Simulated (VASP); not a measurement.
GaAs, 2 atoms in the cell. The structure is cubic, space group F-43m (No. 216). Conventional cell: a = 5.603 Å, b = 5.603 Å, c = 5.603 Å, α = 90.00°, β = 90.00°, γ = 90.00°. Ga (site symmetry -43m) has 4 As at 2.43 Å within 3.2 Å. As (site symmetry -43m) has 4 Ga at 2.43 Å within 3.2 Å. 

```yaml
Program: VASP 6.6.1
Task: relaxation of cell and atoms
Functional: LDA
Potentials_or_basis: VASP PAW LDA potentials, release 64 (Ga_d, As)
Cutoff: 600 eV
k_mesh: 12 × 12 × 12
Occupations: gaussian, width 0.02 eV
Spin: no spin polarisation
Dipole_correction: no
Further_INCAR_settings: ALGO = Normal; EDIFF = 1e-07; IBRION = 2; EDIFFG = -0.005; NSW = 100; ISIF = 3
```

Potentials or basis: VASP PAW LDA potentials, release 64 (Ga_d, As).

The run is started by

```console
$ cat potpaw_LDA.64/Ga_d/POTCAR potpaw_LDA.64/As/POTCAR > POTCAR
$ mpirun -np 1 vasp_std > vasp.out
```

Hardware: 1 thread of Intel(R) Xeon(R) Platinum 8259CL CPU @ 2.50GHz (Skylake/Cascade Lake) (shared host).

**Question.** How long does it take, and how much memory?

**Answer.** Run time: 50 s on 1 thread of Intel(R) Xeon(R) Platinum 8259CL CPU @ 2.50GHz (Skylake/Cascade Lake), on a shared host, peak memory 0.2 GiB. Counts: scf iterations 26, k points 72, ion steps 3.
